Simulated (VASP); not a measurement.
Write the native input for VASP 6.6.1 that does the following.

```
Task                   : single point
Functional             : PBE
Potentials or basis    : VASP PAW PBE potentials, release 64 (Sn_d)
Cutoff                 : 520 eV
k mesh                 : 6 × 6 × 2
Occupations            : gaussian, width 0.1 eV
Spin                   : no spin polarisation
Dipole correction      : no
Further INCAR settings : ALGO = Normal; EDIFF = 1e-06; NBANDS = 36
```

The structure of Sn lies in POSCAR:

```
Sn
1.0
    3.4688966421     -2.2926753134      0.0000000000
    3.4688966421      2.2926753134      0.0000000000
    0.0000000000      0.0000000000      9.3523939792
Sn
4
Direct
    0.8500000000      0.1500000000      0.1170000000
    0.6500000000      0.3500000000      0.6170000000
    0.1500000000      0.8500000000      0.8830000000
    0.3500000000      0.6500000000      0.3830000000
```

These files were run (other wordings do the same):

INCAR

```
PREC = Accurate
ENCUT = 520
EDIFF = 1E-6
ISMEAR = 0
SIGMA = 0.1
LREAL = F
LASPH = T
NELM = 100
ALGO = Normal
ISIF = 2
LWAVE = F
LCHARG = F
GGA = PE
NBANDS = 36
```

KPOINTS

```
regular mesh
0
Gamma
  6 6 2
```

Potentials or basis: VASP PAW PBE potentials, release 64 (Sn_d).

The run is started by

```console
$ cat potpaw_PBE.64/Sn_d/POTCAR > POTCAR
$ mpirun -np 1 vasp_std > vasp.out
```

Results of the run:

```
Pressure               : -0.7 GPa
Largest force          : 2.865 eV/Å
Band gap on the k mesh : zero (band 28 reaches 6.66 eV, above the bottom of band 29 at 3.79 eV)
```

Caveat: spin-orbit coupling is left out, which moves the levels of the heavy elements; forces of over 1 eV/Å act on the atoms, so gaps and moduli don't describe the material at rest.

It took 50 s on 1 thread of Intel(R) Xeon(R) 6975P-C (Granite Rapids), with other jobs on the host, peak memory 0.29 GiB.
